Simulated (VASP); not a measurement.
Here is a VASP 6.6.1 calculation.

The input INCAR:

```
ALGO     = Normal         # electronic algorithm
DIPOL    = 0.5 0.5 0.327
EDIFF    = 1E-6           # SCF threshold, eV
ENCUT    = 520            # plane-wave cutoff, eV
GGA      = PE             # functional
IDIPOL   = 3            
ISIF     = 2              # what is computed and relaxed
ISMEAR   = 0              # smearing method
LASPH    = T              # aspherical terms in the spheres
LCHARG   = F              # write CHGCAR
LDIPOL   = T            
LREAL    = F              # projectors in reciprocal space
LWAVE    = F              # write WAVECAR
NBANDS   = 40             # bands
NELM     = 80             # most SCF steps
PREC     = Accurate       # precision mode
SIGMA    = 0.1            # smearing width, eV
```

KPOINTS

```
k-points
0
Gamma
  6 3 1
```

Contents of POSCAR:

```
C12F
1.0
    4.9326910638      0.0000000000      0.0000000000
   -1.2331727659      8.7858796652      0.0000000000
    0.0000000000      0.0000000000     20.2907138818
C F
12 1
Direct
    0.0197005045      0.0788020181      0.1971345130
    0.5197005045      0.0788020181      0.1971345130
    0.2746256306      0.0985025226      0.2311704222
    0.7746256306      0.0985025226      0.2311704222
    0.2844758829      0.1379035317      0.2992422405
    0.7844758829      0.1379035317      0.2992422405
    0.0392966979      0.1571967124      0.3324023561
    0.5392966979      0.1571967124      0.3324023561
    0.0496769462      0.1987212371      0.4035397332
    0.5496769462      0.1987212371      0.4035397332
    0.3040736101      0.2163107364      0.4332382751
    0.8040736101      0.2163107364      0.4332382751
    0.6790736101      0.9663107364      0.4541838170
```

Potentials or basis: VASP PAW PBE potentials, release 64 (C, F).

The run is started by

```console
$ cat potpaw_PBE.64/C/POTCAR potpaw_PBE.64/F/POTCAR > POTCAR
$ mpirun -np 1 vasp_std > vasp.out
```

Predict the band gap on the k mesh.

zero (an odd number of electrons rules out a gap without spin polarisation).

Predict the largest force.

3.268 eV/Å.

Forces on the atoms (eV/Å):
```
C    0.043  0.420  1.766
C   -0.037  0.400  1.765
C   -0.018 -0.819 -3.164
C    0.006 -0.713 -3.089
C   -0.021  0.448  1.498
C    0.043  0.323  1.475
C    0.107  0.229  0.252
C   -0.182  0.345  0.345
C    0.668  0.035  0.364
C   -0.667  0.014  0.096
C   -0.069 -0.253 -1.198
C   -0.133 -1.756 -0.122
F    0.259  1.327  0.010
```

Caveat: an odd number of electrons without spin polarisation forces a metal; a magnetic or distorted state may lie lower.
